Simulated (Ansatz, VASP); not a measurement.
## One calculation of Pb, two programs

The input POSCAR:

```
Pb
1.0
    0.0000000000      2.4750200000      2.4750200000
    2.4750200000      0.0000000000      2.4750200000
    2.4750200000      2.4750200000      0.0000000000
Pb
1
Direct
    0.0000000000      0.0000000000      0.0000000000
```

Contents of INCAR.step1:

```
SYSTEM = Pb
PREC = Accurate
ENCUT = 520
ISMEAR = -1
SIGMA = 0.05
LREAL = .False.
LASPH = .True.
NELM = 60
NBANDS = 13
GGA = PE
ALGO = Normal
EDIFF = 1E-4
LWAVE = .True.
LCHARG = .False.
```

INCAR.step2

```
SYSTEM = Pb
PREC = Accurate
ENCUT = 520
EDIFF = 1E-6
ISMEAR = -1
SIGMA = 0.05
LREAL = .False.
LASPH = .True.
NELM = 60
ALGO = Normal
ISIF = 2
LWAVE = .False.
LCHARG = .False.
METAGGA = R2SCAN
LMIXTAU = .True.
IVDW = 12
VDW_S6 = 1.0
VDW_S8 = 0.78981345
VDW_A1 = 0.49484001
VDW_A2 = 5.73083694
NBANDS = 13
ISTART = 1
```

The input KPOINTS:

```
Automatic mesh
0
Gamma
  9 9 9
  0 0 0
```

The input input.yaml:

```yaml
crystal:
  lattice:
    - [0.0, 2.47502, 2.47502]
    - [2.47502, 0.0, 2.47502]
    - [2.47502, 2.47502, 0.0]
  atoms:
    - { symbol: Pb, position: [0.0, 0.0, 0.0] }
hamiltonian:
  xc: r2scan
  pseudopotentials: { kind: paw }
  dispersion: d3bj
kpoints:
  mp_grid: { grid: [9, 9, 9] }
scf:
  occupations: { method: fermi_dirac, width: 0.05 }
output:
  forces: true
  stress: true
  eigenvalues: true
  write_density: true
  write_potential: true
  elf: true
  volumetric_format: npy
```

Alike in both runs: task single point; functional r2SCAN; dispersion D3(BJ); k mesh 9 × 9 × 9; occupations fermi-dirac, width 0.05 eV; no spin polarisation.

|  | VASP | Ansatz |
| --- | --- | --- |
| version | VASP 6.6.1 | Ansatz 0.2.0 |
| potentials or method | VASP PAW PBE potentials, release 64 (Pb_d) | Ansatz PAW |
| plane-wave cutoff (eV) | 520 | 500 |
| valence electrons in the cell | 14 | 14 |

Ansatz gave:

- gap on the k mesh at the Fermi level (eV): none
- pressure (GPa): 0.1

What did VASP give for the same quantities?

gap on the k mesh at the Fermi level (eV): none; pressure (GPa): 0.0.

VASP's potentials were made for PBE, not for r2SCAN. A gap of «none» marks a metal or a gap that the smearing closes.

Neither program's run includes spin-orbit coupling.
